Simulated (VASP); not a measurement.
# MoS2 in VASP: single point with PBE+D3(BJ)

Aim: the single point of MoS2 with PBE+D3(BJ).

Program: VASP 6.6.1. These are calculated values, not measurements. Logs are shortened: lines on timing, memory, paths and dates and some standing lists are left out, and cuts for length are marked.

### 1 The cell of the first run

The cell holds a slab with vacuum, 9 atoms: a = 3.153 Å, b = 3.153 Å, c = 23.990 Å, α = 90.00°, β = 90.00°, γ = 60.00°.

### 2 Single point, PBE+D3(BJ)

INCAR reads:

```
  PREC = Accurate
  ENCUT = 520
  EDIFF = 1E-6
  ISMEAR = 0
  SIGMA = 0.05
  LREAL = False
  LASPH = True
  NELM = 60
  ALGO = Normal
  ISIF = 2
  LWAVE = False
  LCHARG = False
  GGA = PE
  IVDW = 12
  NBANDS = 49
```

KPOINTS reads:

```
Automatic mesh
0
Gamma
  10 10 2
```

POSCAR reads:

```
MoS2
1.0
   -1.5764743774     -2.7305337185      0.0000000000
    1.5764743774     -2.7305337185      0.0000000000
    0.0000000000      0.0000000000     23.9896049492
Mo S
3 6
Direct
    1.0000000000      1.0000000000      0.6249351760
    0.3333333333      0.3333333333      0.1250073952
    0.6666666667      0.6666666667      0.3749712856
    1.0000000000      1.0000000000      0.4401182657
    0.3333333333      0.3333333333      0.6900821562
    0.6666666667      0.6666666667      0.1901543753
    1.0000000000      1.0000000000      0.3097604538
    0.3333333333      0.3333333333      0.5597243443
    0.6666666667      0.6666666667      0.0597965634
```

Potentials or basis: VASP PAW PBE potentials, release 64 (Mo_sv, S).

The run is started by

```sh
$ cat potpaw_PBE.64/Mo_sv/POTCAR potpaw_PBE.64/S/POTCAR > POTCAR
$ mpirun -np 1 vasp_std > vasp.out
```

OUTCAR:

```text
PREC = Accurate
   ENCUT = 520
   EDIFF = 1E-6
   ISMEAR = 0
   LREAL = False
   LASPH = True
   NELM = 60
   ISIF = 2
   GGA = PE
   IVDW = 12
 IVDW          = 12

 ion  position               nearest neighbor table
   1  0.000  0.000  0.625-   5 2.40   5 2.40   5 2.40   8 2.40   8 2.40   8 2.40
   2  0.333  0.333  0.125-   6 2.40   6 2.40   6 2.40   9 2.40   9 2.40   9 2.40
   3  0.667  0.667  0.375-   4 2.40   4 2.40   4 2.40   7 2.40   7 2.40   7 2.40
   4  0.000  0.000  0.440-   3 2.40   3 2.40   3 2.40
   5  0.333  0.333  0.690-   1 2.40   1 2.40   1 2.40
   6  0.667  0.667  0.190-   2 2.40   2 2.40   2 2.40
   7  0.000  0.000  0.310-   3 2.40   3 2.40   3 2.40
   8  0.333  0.333  0.560-   1 2.40   1 2.40   1 2.40
   9  0.667  0.667  0.060-   2 2.40   2 2.40   2 2.40

  LATTYP: Found a hexagonal cell.
 ALAT       =     3.1529487548
 C/A-ratio  =     7.6086250728

  Lattice vectors:

 A1 = (  -1.5764743774,   2.7305337185,   0.0000000000)
 A2 = (  -1.5764743774,  -2.7305337185,   0.0000000000)
 A3 = (   0.0000000000,   0.0000000000,  23.9896049492)

Analysis of symmetry for initial positions (statically):
=====================================================================
 Subroutine PRICEL returns:
 Original cell was already a primitive cell.

 Routine SETGRP: Setting up the symmetry group for a
 hexagonal supercell.

 Subroutine GETGRP returns: Found  6 space group operations
 (whereof  6 operations were pure point group operations)
 out of a pool of 24 trial point group operations.

The static configuration has the point symmetry C_3v.

Analysis of symmetry for dynamics (positions and initial velocities):
=====================================================================
 Subroutine PRICEL returns:
 Original cell was already a primitive cell.

 Routine SETGRP: Setting up the symmetry group for a
 hexagonal supercell.

 Subroutine GETGRP returns: Found  6 space group operations
 (whereof  6 operations were pure point group operations)
 out of a pool of 24 trial point group operations.

The dynamic configuration has the point symmetry C_3v.

 Subroutine INISYM returns: Found  6 space group operations
 (whereof  6 operations are pure point group operations),
 and found     1 'primitive' translations

[... 112 lines left out ...]
   IBRION =     -1    ionic relax: 0-MD 1-quasi-New 2-CG
   NFREE  =      0    steps in history (QN), initial steepest desc. (CG)
   ISIF   =      2    stress and relaxation
   ISYM   =      2    0-nonsym 1-usesym 2-fastsym
   POTIM  = 0.5000    time-step for ionic-motion
   TEBEG  =    0.0;   TEEND  =   0.0 temperature during run
   PSTRESS=    0.0 pullay stress
   NELECT =      78.0000    total number of electrons
   NUPDOWN=      -1.0000    fix difference up-down
   EMIN   =  10.00;   EMAX   =-10.00  energy-range for DOS
   EFERMI =   0.00;   METHOD = LEGACY
   ISMEAR =     0;   SIGMA  =   0.05  broadening in eV -4-tet -1-fermi 0-gaus
   EFERMI_NEDOS =   21; number of points for ismear=-14 and -15
   IALGO  =     38    algorithm
   IMIX   =      4    mixing-type and parameters
     AMIX     =   0.40;   BMIX     =  1.00
     AMIX_MAG =   1.60;   BMIX_MAG =  1.00
  volume/ion in A,a.u.               =      22.95       154.86
  Fermi-wavevector in a.u.,A,eV,Ry     =   1.183343  2.236193 19.052236  1.400300
  Thomas-Fermi vector in A             =   2.319579
   LORBIT       =      0    0 simple, 1 ext, 2 COOP (PROOUT), +10 PAW based schemes
   GGA     = PE    functional components
   LHFCALC =     F    Hartree Fock is set to
   AEXX    =    0.0000 exact exchange contribution
   IVDW    =    12    specifies the selected vdW correction
   LEPSILON=     F    determine dielectric tensor
   LRPA    =     F    only Hartree local field effects (RPA)
 non-spin polarized calculation
 Gauss-broadening in eV      SIGMA  =   0.05
  energy-cutoff  :      520.00
  volume of cell :      206.53
 maximum number of plane-waves:      5596
   NGX = 11   NGY = 11   NGZ = 89

 number of electron      78.0000004 magnetization

 Free energy of the ion-electron system (eV)
  ---------------------------------------------------
  ext. energy  EPLUGINS =         0.00000000
  ---------------------------------------------------
  free energy    TOTEN  =       -65.37418507 eV

  energy without entropy =      -65.37418507  energy(sigma->0) =      -65.37418507

 E-fermi :   5.0262     XC(G=0):  -8.7112

 val. band max:        4.6827174591   @ k =   0.0000   0.0000   0.5000
 cond. band min:       5.7035267002   @ k =   0.4000   0.2000   0.0000
 fundamental gap:      1.0208092411
 Fermi energy:         5.0261527851

 k-point     1 :       0.0000    0.0000    0.0000
  band No.  band energies     occupation
      1     -56.8868      2.00000
      2     -56.8246      2.00000
      3     -56.7574      2.00000
      4     -31.0500      2.00000
      5     -30.9892      2.00000
      6     -30.9207      2.00000
[... 1237 lines left out ...]
     48       7.9408      0.00000
     49       8.2228      0.00000

 [... further k-points ...]

------------------------ aborting loop because EDIFF is reached ----------------------------------------

 Edisp (eV)   -3.60089

 E8    (eV) :    -1.4804

  FORCE on cell =-STRESS in cart. coord.  units (eV):
  Direction    XX          YY          ZZ          XY          YZ          ZX
  --------------------------------------------------------------------------------------
  -------------------------------------------------------------------------------------
  Total       0.00890     0.00890     0.07387     0.00000     0.00000     0.00000
  in kB       0.06901     0.06901     0.57308     0.00000     0.00000     0.00000
  external pressure =        0.24 kB  Pullay stress =        0.00 kB

 VOLUME and BASIS-vectors are now :
 -----------------------------------------------------------------------------
  energy-cutoff  :      520.00
  volume of cell :      206.53
      direct lattice vectors                 reciprocal lattice vectors
    -1.576474377 -2.730533718  0.000000000    -0.317163417 -0.183114384  0.000000000
     1.576474377 -2.730533718  0.000000000     0.317163417 -0.183114384  0.000000000
     0.000000000  0.000000000 23.989604949     0.000000000  0.000000000  0.041684721

 POSITION                                       TOTAL-FORCE (eV/Angst)
 -----------------------------------------------------------------------------------
      0.00000      0.00000     14.99195         0.000000      0.000000     -0.052785
      0.00000     -1.82036      2.99888         0.000000      0.000000      0.035721
      0.00000     -3.64071      8.99541         0.000000      0.000000      0.008513
      0.00000      0.00000     10.55826        -0.000000      0.000000     -0.020528
      0.00000     -1.82036     16.55480         0.000000      0.000000      0.062051
      0.00000     -3.64071      4.56173         0.000000      0.000000      0.001072
      0.00000      0.00000      7.43103         0.000000     -0.000000      0.012306
      0.00000     -1.82036     13.42757        -0.000000      0.000000      0.004368
      0.00000     -3.64071      1.43450         0.000000     -0.000000     -0.050718
 -----------------------------------------------------------------------------------
    total drift:                               -0.000000      0.000000      0.000228

  FREE ENERGIE OF THE ION-ELECTRON SYSTEM (eV)
  ---------------------------------------------------
  free  energy   TOTEN  =       -68.9750767469 eV

  energy  without entropy=      -68.9750767469  energy(sigma->0) =      -68.97507675
```

stdout:

```text
POSCAR found type information on POSCAR MoS
 POSCAR found :  2 types and       9 ions
 scaLAPACK will be used
 LDA part: xc-table for (Slater+PW92), standard interpolation
 POSCAR, INCAR and KPOINTS ok, starting setup
 FFT: planning ... GRIDC
 FFT: planning ... GRID_SOFT
 FFT: planning ... GRID
 WAVECAR not read
 entering main loop
```

It took 6.8 min on 1 thread of Intel Xeon Platinum 8259CL at 2.50GHz (Skylake/Cascade Lake), shared host; peak memory 0.44 GiB.

Results:

* Free energy: -68.9751 eV
* Largest force: 0.062 eV/Å
* Band gap on the k mesh: 1.02 eV, indirect (least direct gap 1.88 eV)
* Dispersion energy per atom: -0.400 eV

Forces in eV/Å, atoms in the order of the input:
```
Mo   0.000  0.000 -0.053
Mo   0.000  0.000  0.036
Mo   0.000  0.000  0.009
S    0.000  0.000 -0.021
S    0.000  0.000  0.062
S    0.000  0.000  0.001
S    0.000  0.000  0.012
S    0.000  0.000  0.004
S    0.000  0.000 -0.051
```

Levels at points of the mesh, in eV from the valence-band top:
```tsv
k point	band 37	band 38	band 39	band 40	band 41	band 42
(0.00, 0.00, 0.00)	-1.03	-0.34	0.00	2.05	2.05	2.13
(0.50, 0.00, 0.00)	-1.44	-1.34	-1.25	1.61	1.67	1.74
(0.00, 0.00, 0.50)	-1.03	-0.34	0.00	2.05	2.05	2.13
(0.50, 0.00, 0.50)	-1.44	-1.34	-1.25	1.61	1.67	1.74
```
